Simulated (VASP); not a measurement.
Write the native input for VASP 6.6.1 that does the following.

- Task: single point
- Functional: PBE
- Dispersion: D3(BJ)
- Potentials or basis: VASP PAW PBE potentials, release 64 (Al, O)
- Cutoff: 520 eV
- k mesh: 9 × 9 × 4
- Occupations: gaussian, width 0.05 eV
- Spin: no spin polarisation
- Dipole correction: no
- Further INCAR settings: ALGO = Normal; EDIFF = 1e-06; NBANDS = 20

The structure of Al2O3 lies in POSCAR:

```
Al2O3
1.0
    2.7886129015      0.0000000000      0.0000000000
   -1.3943064508      2.4150096140      0.0000000000
    0.0000000000      0.0000000000      7.0962667811
Al O
2 3
Direct
    0.0000000000      0.0000000000      0.1907358529
    0.0000000000      0.0000000000      0.8092641471
    0.3333333333      0.6666666667      0.2977981479
    0.6666666667      0.3333333333      0.0000000000
    0.3333333333      0.6666666667      0.7022018521
```

These files were run (other wordings do the same):

INCAR

```
SYSTEM = Al2O3
  PREC = Accurate
  ENCUT = 520
  EDIFF = 1E-6
  ISMEAR = 0
  SIGMA = 0.05
  LREAL = .False.
  LASPH = .True.
  NELM = 60
  ALGO = Normal
  ISIF = 2
  LWAVE = .False.
  LCHARG = .False.
  GGA = PE
  IVDW = 12
  NBANDS = 20
```

KPOINTS

```
regular mesh
0
Gamma
  9 9 4
  0 0 0
```

Potentials or basis: VASP PAW PBE potentials, release 64 (Al, O).

Command:

```bash
$ cat potpaw_PBE.64/Al/POTCAR potpaw_PBE.64/O/POTCAR > POTCAR
$ mpirun -np 1 vasp_std > vasp.out
```

Results of the run:

| Item | Value |
| --- | --- |
| Pressure | 9.7 GPa |
| Largest force | 1.458 eV/Å |
| Band gap on the k mesh | 4.72 eV, indirect (least direct gap 4.83 eV) |
| Dispersion energy per atom | -0.211 eV |

Caveat: forces of over 1 eV/Å act on the atoms, so gaps and moduli don't describe the material at rest.

Wall time 27 s on 1 thread of Intel(R) Xeon(R) Platinum 8175M CPU @ 2.50GHz (Skylake/Cascade Lake), with other jobs on the host, peak memory 0.2 GiB.
